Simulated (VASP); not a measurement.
# Co (P6_3/mmc) in VASP: notebook, part 2 of 2

VASP 6.6.1. The steps go on from the part before.

## (5) Single point, BLYP, collinear spin, ferromagnetic start

This run uses another cell than the first one, of 11.12 Å³/atom.

File INCAR:

```
SYSTEM = Co
AGGAC = 1.0 ; AGGAX = 1.0
ALDAC = 0.0 ; ALDAX = 1.0
ALGO = Normal ; EDIFF = 1E-6
ENCUT = 690 ; GGA = B5
GGA_COMPAT = .FALSE. ; ISIF = 2
ISMEAR = -1 ; ISPIN = 2
LASPH = .TRUE. ; LCHARG = .FALSE.
LMAXMIX = 4 ; LORBIT = 11
LREAL = .FALSE. ; LWAVE = .FALSE.
MAGMOM = 2 2 2 2 ; NBANDS = 46
NELM = 200 ; PREC = Accurate
SIGMA = 0.05
```

File KPOINTS:

```
k-points
0
G
  12 12 4
  0 0 0
```

File POSCAR:

```
Co
1.0
    2.5030729010      0.0000000000      0.0000000000
   -1.2515364506      2.1677247198      0.0000000000
    0.0000000000      0.0000000000      8.1946701348
Co
4
Direct
    0.6666666667      0.3333333333      0.7500000000
    0.0000000000      0.0000000000      0.5000000000
    0.3333333333      0.6666666667      0.2500000000
    0.0000000000      0.0000000000      0.0000000000
```

Potentials or basis: VASP PAW PBE potentials, release 64 (Co_sv).

Command:

```console
cat potpaw_PBE.64/Co_sv/POTCAR > POTCAR
mpirun -np 1 vasp_std > vasp.out
```

OUTCAR:

```text
SYSTEM = Co
   EDIFF = 1E-6
   ENCUT = 690
   GGA = B5
   ISIF = 2
   ISMEAR = -1
   ISPIN = 2
   LASPH = .TRUE.
   LORBIT = 11
   LREAL = .FALSE.
   NELM = 200
   PREC = Accurate

 ion  position               nearest neighbor table
   1  0.667  0.333  0.750-   2 2.51   4 2.51   2 2.51   4 2.51   2 2.51   4 2.51
   2  0.000  0.000  0.500-   1 2.51   3 2.51   1 2.51   3 2.51   1 2.51   3 2.51
   3  0.333  0.667  0.250-   2 2.51   4 2.51   2 2.51   4 2.51   2 2.51   4 2.51
   4  0.000  0.000  0.000-   1 2.51   3 2.51   1 2.51   3 2.51   1 2.51   3 2.51

  LATTYP: Found a hexagonal cell.
 ALAT       =     2.5030729010
 C/A-ratio  =     3.2738439746

  Lattice vectors:

 A1 = (   2.5030729010,   0.0000000000,   0.0000000000)
 A2 = (  -1.2515364506,   2.1677247198,   0.0000000000)
 A3 = (   0.0000000000,   0.0000000000,   8.1946701348)

Analysis of symmetry for initial positions (statically):
=====================================================================
 Subroutine PRICEL returns:
 Original cell was already a primitive cell.

 Routine SETGRP: Setting up the symmetry group for a
 hexagonal supercell.

 Subroutine GETGRP returns: Found 24 space group operations
 (whereof 12 operations were pure point group operations)
 out of a pool of 24 trial point group operations.

The static configuration has the point symmetry D_3d.
 The point group associated with its full space group is D_6h.

Analysis of symmetry for dynamics (positions and initial velocities):
=====================================================================
 Subroutine PRICEL returns:
 Original cell was already a primitive cell.

 Routine SETGRP: Setting up the symmetry group for a
 hexagonal supercell.

 Subroutine GETGRP returns: Found 24 space group operations
 (whereof 12 operations were pure point group operations)
 out of a pool of 24 trial point group operations.

The dynamic configuration has the point symmetry D_3d.
 The point group associated with its full space group is D_6h.

Analysis of structural, dynamic, and magnetic symmetry:
=====================================================================
 Subroutine PRICEL returns:
 Original cell was already a primitive cell.

 Routine SETGRP: Setting up the symmetry group for a
 hexagonal supercell.

 Subroutine GETGRP returns: Found 24 space group operations
 (whereof 12 operations were pure point group operations)
 out of a pool of 24 trial point group operations.

The overall configuration has the point symmetry D_3d.
 The point group associated with its full space group is D_6h.

 Subroutine INISYM returns: Found 24 space group operations
 (whereof 12 operations are pure point group operations),
 and found     1 'primitive' translations

----------------------------------------------------------------------------------------

                                     Primitive cell

  volume of cell :      44.4641

  direct lattice vectors                    reciprocal lattice vectors
     2.503072901  0.000000000  0.000000000     0.399508939  0.230656594  0.000000000
    -1.251536451  2.167724720  0.000000000     0.000000000  0.461313187  0.000000000
     0.000000000  0.000000000  8.194670135     0.000000000  0.000000000  0.122030537

[... 85 lines left out ...]
   ENCUT  =  690.0 eV  50.71 Ry    7.12 a.u.   5.36  5.36 17.55*2*pi/ulx,y,z
   NELM   =    200;   NELMIN=  2; NELMDL= -5     # of ELM steps
   EDIFF  = 0.1E-05   stopping-criterion for ELM
   LREAL  =      F    real-space projection
   EDIFFG = 0.1E-04   stopping-criterion for IOM
   NSW    =      0    number of steps for IOM
   IBRION =     -1    ionic relax: 0-MD 1-quasi-New 2-CG
   NFREE  =      0    steps in history (QN), initial steepest desc. (CG)
   ISIF   =      2    stress and relaxation
   ISYM   =      2    0-nonsym 1-usesym 2-fastsym
   POTIM  = 0.5000    time-step for ionic-motion
   TEBEG  =    0.0;   TEEND  =   0.0 temperature during run
   PSTRESS=    0.0 pullay stress
   NELECT =      68.0000    total number of electrons
   NUPDOWN=      -1.0000    fix difference up-down
   EMIN   =  10.00;   EMAX   =-10.00  energy-range for DOS
   EFERMI =   0.00;   METHOD = LEGACY
   ISMEAR =    -1;   SIGMA  =   0.05  broadening in eV -4-tet -1-fermi 0-gaus
   EFERMI_NEDOS =   21; number of points for ismear=-14 and -15
   IALGO  =     38    algorithm
   IMIX   =      4    mixing-type and parameters
     AMIX     =   0.40;   BMIX     =  1.00
     AMIX_MAG =   1.60;   BMIX_MAG =  1.00
  volume/ion in A,a.u.               =      11.12        75.01
  Fermi-wavevector in a.u.,A,eV,Ry     =   1.886144  3.564295 48.403241  3.557538
  Thomas-Fermi vector in A             =   2.928473
   LORBIT       =     11    0 simple, 1 ext, 2 COOP (PROOUT), +10 PAW based schemes
   GGA     = B5    functional components
   LHFCALC =     F    Hartree Fock is set to
   AEXX    =    0.0000 exact exchange contribution
   IVDW    =     0    specifies the selected vdW correction
   LEPSILON=     F    determine dielectric tensor
   LRPA    =     F    only Hartree local field effects (RPA)
 spin polarized calculation
  energy-cutoff  :      690.00
  volume of cell :       44.46
 maximum number of plane-waves:      1871
 NGX is ok and might be reduce to    24
   NGX = 11   NGY = 11   NGZ = 35

 number of electron      67.9999905 magnetization       6.5876192

 Free energy of the ion-electron system (eV)
  ---------------------------------------------------
  ext. energy  EPLUGINS =         0.00000000
  ---------------------------------------------------
  free energy    TOTEN  =       -24.45079874 eV

  energy without entropy =      -24.41570065  energy(sigma->0) =      -24.43324969

 E-fermi :  12.1335     XC(G=0): -13.1765

 val. band max:       12.1221350054   @ k =   0.1667   0.0833   0.0000
 cond. band min:      12.1366445210   @ k =   0.2500   0.0833   0.2500
 fundamental gap:      0.0145095156
 Fermi energy:        12.1334520962

 spin component 1

 k-point     1 :       0.0000    0.0000    0.0000
  band No.  band energies     occupation
      1     -83.5259      1.00000
      2     -83.5138      1.00000
      3     -83.4755      1.00000
      4     -83.4634      1.00000
      5     -47.1600      1.00000
      6     -47.0504      1.00000
[... 1165 lines left out ...]
     45      26.5635      0.00000
     46      27.4265      0.00000

 [... further k-points ...]

 spin component 2

 k-point     1 :       0.0000    0.0000    0.0000
  band No.  band energies     occupation
      1     -81.4367      1.00000
      2     -81.4149      1.00000
      3     -81.4042      1.00000
      4     -81.3824      1.00000
      5     -45.1485      1.00000
      6     -45.0030      1.00000
[... 1165 lines left out ...]
     45      26.9722      0.00000
     46      27.8761      0.00000

 [... further k-points ...]

------------------------ aborting loop because EDIFF is reached ----------------------------------------

  FORCE on cell =-STRESS in cart. coord.  units (eV):
  Direction    XX          YY          ZZ          XY          YZ          ZX
  --------------------------------------------------------------------------------------
  -------------------------------------------------------------------------------------
  Total        1.5010382      1.5010382      0.5636844     -0.0000000      0.0000000      0.0000000
  in kB       54.0870408     54.0870408     20.3112901     -0.0000000      0.0000000      0.0000000
  external PRESSURE =      42.8284572 kB  Pullay stress =       0.0000000 kB

 VOLUME and BASIS-vectors are now :
 -----------------------------------------------------------------------------
  energy-cutoff  :      690.00
  volume of cell :       44.46
      direct lattice vectors                 reciprocal lattice vectors
     2.503072901  0.000000000  0.000000000     0.399508939  0.230656594  0.000000000
    -1.251536451  2.167724720  0.000000000     0.000000000  0.461313187  0.000000000
     0.000000000  0.000000000  8.194670135     0.000000000  0.000000000  0.122030537

 POSITION                                       TOTAL-FORCE (eV/Angst)
 -----------------------------------------------------------------------------------
      1.25154      0.72257      6.14600        -0.000000     -0.000000      0.000000
      0.00000      0.00000      4.09734        -0.000000      0.000000      0.000000
     -0.00000      1.44515      2.04867         0.000000      0.000000      0.000000
      0.00000      0.00000      0.00000        -0.000000      0.000000      0.000000
 -----------------------------------------------------------------------------------
    total drift:                               -0.000000      0.000000      0.000000

  FREE ENERGIE OF THE ION-ELECTRON SYSTEM (eV)
  ---------------------------------------------------
  free  energy   TOTEN  =       -24.4507987352 eV

  energy  without entropy=      -24.4157006464  energy(sigma->0) =      -24.43324969

 total charge

# of ion       s       p       d       tot
------------------------------------------
    1        2.246   6.109   6.736  15.091
    2        2.246   6.108   6.743  15.097
    3        2.246   6.109   6.736  15.091
    4        2.246   6.108   6.743  15.097
--------------------------------------------------
tot          8.983  24.435  26.957  60.376

 magnetization (x)

# of ion       s       p       d       tot
------------------------------------------
    1       -0.004  -0.012   1.727   1.711
    2       -0.004  -0.011   1.704   1.689
    3       -0.004  -0.012   1.727   1.711
    4       -0.004  -0.011   1.704   1.689
--------------------------------------------------
tot         -0.016  -0.047   6.862   6.799
```

Run time: 6.5 min. Hardware: 1 thread of Intel Xeon Platinum 8259CL at 2.50GHz (Skylake/Cascade Lake), shared host; peak memory 0.37 GiB.

Results:

* Free energy: -24.4508 eV
* Pressure: 4.3 GPa
* Net moment: 6.59 μB per cell
* Site moments: Co +1.71, +1.69 (each value once) μB
* Valence electrons inside the program's atomic spheres: Co 15.09, 15.10 (each value once)

Stress tensor (GPa, compression positive):
```
5.41 0.00 0.00
0.00 5.41 0.00
0.00 0.00 2.03
```

Caveat: the cell stands under pressure; the PAW data sets were made with another functional, which shifts forces and pressure a little.

## (6) Single point, revPBE+D3(BJ), collinear spin, ferromagnetic start

This run uses another cell than the first one, of 10.90 Å³/atom.

File INCAR:

```
SYSTEM = Co
PREC = Accurate ; ENCUT = 690
EDIFF = 1E-6 ; ISMEAR = -1
SIGMA = 0.05 ; LREAL = .False.
LASPH = .True. ; NELM = 200
ALGO = Normal ; ISIF = 2
LWAVE = .False. ; LCHARG = .False.
ISPIN = 2 ; MAGMOM = 2 2 2 2
LORBIT = 11 ; LMAXMIX = 4
GGA = RE ; IVDW = 12
NBANDS = 46 ; GGA_COMPAT = .False.
```

File KPOINTS:

```
regular mesh
0
Gamma
  12 12 4
  0 0 0
```

File POSCAR:

```
Co
1.0
    2.4869235940      0.0000000000      0.0000000000
   -1.2434617971      2.1537390097      0.0000000000
    0.0000000000      0.0000000000      8.1417998233
Co
4
Direct
    0.6666666667      0.3333333333      0.7500000000
    0.0000000000      0.0000000000      0.5000000000
    0.3333333333      0.6666666667      0.2500000000
    0.0000000000      0.0000000000      0.0000000000
```

Potentials or basis: VASP PAW PBE potentials, release 64 (Co_sv).

Command:

```console
cat potpaw_PBE.64/Co_sv/POTCAR > POTCAR
mpirun -np 1 vasp_std > vasp.out
```

OUTCAR:

```text
SYSTEM = Co
   PREC = Accurate
   ENCUT = 690
   EDIFF = 1E-6
   ISMEAR = -1
   LREAL = .False.
   LASPH = .True.
   NELM = 200
   ISIF = 2
   ISPIN = 2
   LORBIT = 11
   GGA = RE
   IVDW = 12
 IVDW          = 12

 ion  position               nearest neighbor table
   1  0.667  0.333  0.750-   2 2.49   4 2.49   2 2.49   4 2.49   2 2.49   4 2.49
   2  0.000  0.000  0.500-   1 2.49   3 2.49   1 2.49   3 2.49   1 2.49   3 2.49
   3  0.333  0.667  0.250-   2 2.49   4 2.49   2 2.49   4 2.49   2 2.49   4 2.49
   4  0.000  0.000  0.000-   1 2.49   3 2.49   1 2.49   3 2.49   1 2.49   3 2.49

  LATTYP: Found a hexagonal cell.
 ALAT       =     2.4869235940
 C/A-ratio  =     3.2738439745

  Lattice vectors:

 A1 = (   2.4869235940,   0.0000000000,   0.0000000000)
 A2 = (  -1.2434617971,   2.1537390097,   0.0000000000)
 A3 = (   0.0000000000,   0.0000000000,   8.1417998233)

Analysis of symmetry for initial positions (statically):
=====================================================================
 Subroutine PRICEL returns:
 Original cell was already a primitive cell.

 Routine SETGRP: Setting up the symmetry group for a
 hexagonal supercell.

 Subroutine GETGRP returns: Found 24 space group operations
 (whereof 12 operations were pure point group operations)
 out of a pool of 24 trial point group operations.

The static configuration has the point symmetry D_3d.
 The point group associated with its full space group is D_6h.

Analysis of symmetry for dynamics (positions and initial velocities):
=====================================================================
 Subroutine PRICEL returns:
 Original cell was already a primitive cell.

 Routine SETGRP: Setting up the symmetry group for a
 hexagonal supercell.

 Subroutine GETGRP returns: Found 24 space group operations
 (whereof 12 operations were pure point group operations)
 out of a pool of 24 trial point group operations.

The dynamic configuration has the point symmetry D_3d.
 The point group associated with its full space group is D_6h.

Analysis of structural, dynamic, and magnetic symmetry:
[... 168 lines left out ...]
 fundamental gap:      0.0068720686
 Fermi energy:        12.1241634322

 spin component 1

 k-point     1 :       0.0000    0.0000    0.0000
  band No.  band energies     occupation
      1     -84.2059      1.00000
      2     -84.1925      1.00000
      3     -84.1556      1.00000
      4     -84.1421      1.00000
      5     -47.5459      1.00000
      6     -47.4297      1.00000
[... 1165 lines left out ...]
     45      26.5698      0.00000
     46      27.4043      0.00000

 [... further k-points ...]

 spin component 2

 k-point     1 :       0.0000    0.0000    0.0000
  band No.  band energies     occupation
      1     -82.0551      1.00000
      2     -82.0319      1.00000
      3     -82.0213      1.00000
      4     -81.9980      1.00000
      5     -45.4540      1.00000
      6     -45.3005      1.00000
[... 1165 lines left out ...]
     45      26.9339      0.00000
     46      27.8044      0.00000

 [... further k-points ...]

------------------------ aborting loop because EDIFF is reached ----------------------------------------

 Edisp (eV)   -3.18650

 E8    (eV) :    -2.2392

  FORCE on cell =-STRESS in cart. coord.  units (eV):
  Direction    XX          YY          ZZ          XY          YZ          ZX
  --------------------------------------------------------------------------------------
  -------------------------------------------------------------------------------------
  Total      -2.12258    -2.12258    -3.10957     0.00000     0.00000     0.00000
  in kB     -77.98287   -77.98287  -114.24456     0.00000     0.00000     0.00000
  external pressure =      -90.07 kB  Pullay stress =        0.00 kB

 VOLUME and BASIS-vectors are now :
 -----------------------------------------------------------------------------
  energy-cutoff  :      690.00
  volume of cell :       43.61
      direct lattice vectors                 reciprocal lattice vectors
     2.486923594  0.000000000  0.000000000     0.402103226  0.232154406  0.000000000
    -1.243461797  2.153739010  0.000000000     0.000000000  0.464308812  0.000000000
     0.000000000  0.000000000  8.141799823     0.000000000  0.000000000  0.122822966

 POSITION                                       TOTAL-FORCE (eV/Angst)
 -----------------------------------------------------------------------------------
      1.24346      0.71791      6.10635        -0.000000      0.000000      0.000000
      0.00000      0.00000      4.07090         0.000000      0.000000      0.000000
     -0.00000      1.43583      2.03545         0.000000      0.000000      0.000000
      0.00000      0.00000      0.00000         0.000000      0.000000      0.000000
 -----------------------------------------------------------------------------------
    total drift:                               -0.000000      0.000000      0.000000

  FREE ENERGIE OF THE ION-ELECTRON SYSTEM (eV)
  ---------------------------------------------------
  free  energy   TOTEN  =       -30.0330279730 eV

  energy  without entropy=      -30.0008342378  energy(sigma->0) =      -30.01693111

 total charge

# of ion       s       p       d       tot
------------------------------------------
    1        2.245   6.123   6.679  15.047
    2        2.245   6.121   6.686  15.053
    3        2.245   6.123   6.679  15.047
    4        2.245   6.121   6.686  15.053
--------------------------------------------------
tot          8.980  24.489  26.731  60.200

 magnetization (x)

# of ion       s       p       d       tot
------------------------------------------
    1       -0.003  -0.014   1.775   1.758
    2       -0.003  -0.013   1.753   1.737
    3       -0.003  -0.014   1.775   1.758
    4       -0.003  -0.013   1.753   1.737
--------------------------------------------------
tot         -0.013  -0.054   7.057   6.990
```

stdout:

```text
POSCAR found type information on POSCAR Co
 POSCAR found :  1 types and       4 ions
 scaLAPACK will be used
 -----------------------------------------------------------------------------
|                                                                             |
|                                                                             |
|     You enforced a specific xc type in the INCAR file but a different       |
|     I HOPE YOU KNOW WHAT YOU ARE DOING!                                     |
|                                                                             |
 -----------------------------------------------------------------------------

 LDA part: xc-table for (Slater+PW92), standard interpolation
 POSCAR, INCAR and KPOINTS ok, starting setup
 FFT: planning ... GRIDC
 FFT: planning ... GRID_SOFT
 FFT: planning ... GRID
 WAVECAR not read
 entering main loop
```

It took 6.4 min on 1 thread of Intel Xeon Platinum 8488C (Sapphire Rapids), shared host; peak memory 0.37 GiB.

What came out:

```yaml
Free_energy: -30.0330 eV
Pressure: -9.0 GPa
Net_moment: 6.71 μB per cell
Site_moments: Co +1.76, +1.74 (each value once) μB
Valence_electrons_inside_the_program's_atomic_spheres: Co 15.05
Dispersion_energy_per_atom: -0.797 eV
```

Levels at points of the mesh, in eV from the Fermi level:
Spin up:
```
           k point  band 36  band 37  band 38  band 39  band 40  band 41
(0.00, 0.00, 0.00)    -1.27    -1.27    -0.89    -0.89    -0.39     6.01
(0.50, 0.00, 0.00)    -0.61     0.17     1.26     2.35     2.97     6.81
(0.00, 0.00, 0.50)    -1.73    -1.05    -1.05    -1.05    -1.05     8.99
(0.50, 0.00, 0.50)    -0.65     1.13     1.13     2.67     2.67     7.16
```
Spin down:
```tsv
k point	band 26	band 27	band 28	band 29	band 30	band 31	band 32	band 33	band 34	band 35
(0.00, 0.00, 0.00)	-1.08	-1.08	-0.81	-0.81	-0.77	-0.77	-0.48	0.11	0.11	0.44
(0.50, 0.00, 0.00)	-1.09	-0.79	-0.07	-0.02	0.39	1.22	1.24	1.26	1.27	1.31
(0.00, 0.00, 0.50)	-1.00	-1.00	-1.00	-0.90	-0.90	-0.90	-0.90	0.28	0.28	0.28
(0.50, 0.00, 0.50)	-0.88	-0.80	-0.80	-0.26	-0.26	0.85	0.85	1.23	1.23	1.33
```

Caveat: the cell stands under tension; the PAW data sets were made with another functional, which shifts forces and pressure a little.

## (7) Summary

```csv
level,potentials or basis,cell,cutoff (eV),gap on the mesh (eV),pressure (GPa),moment (μB)
r2SCAN,"VASP PAW PBE potentials, release 64 (Co)","a = 2.471, b = 2.471, c = 8.088 Å, angles 90.0, 90.0, 120.0°, 4 atoms",520,none,-0.3,7.06
PBE+D3(BJ),"VASP PAW PBE potentials, release 64 (Co_sv)","a = 2.519, b = 2.519, c = 8.247 Å, angles 90.0, 90.0, 120.0°, 4 atoms",690,none,-14.2,6.79
PBE+D4,"VASP PAW PBE potentials, release 64 (Co_sv)","a = 2.503, b = 2.503, c = 8.195 Å, angles 90.0, 90.0, 120.0°, 4 atoms",690,none,-10.5,6.73
BLYP,"VASP PAW PBE potentials, release 64 (Co_sv)","a = 2.503, b = 2.503, c = 8.195 Å, angles 90.0, 90.0, 120.0°, 4 atoms",690,none,4.3,6.59
revPBE+D3(BJ),"VASP PAW PBE potentials, release 64 (Co_sv)","a = 2.487, b = 2.487, c = 8.142 Å, angles 90.0, 90.0, 120.0°, 4 atoms",690,none,-9.0,6.71
```

Alike in all rows: task single point; spin collinear, ferromagnetic start; k mesh 12 × 12 × 4; smearing fermi-dirac 0.05 eV.

Caveats: the PAW data sets were made with another functional, which shifts forces and pressure a little (at least some runs); the cell stands under tension (at least some runs); the cell stands under pressure (at least some runs).

Total energies depend on the potentials used, so only differences within one code and one set of settings carry meaning.
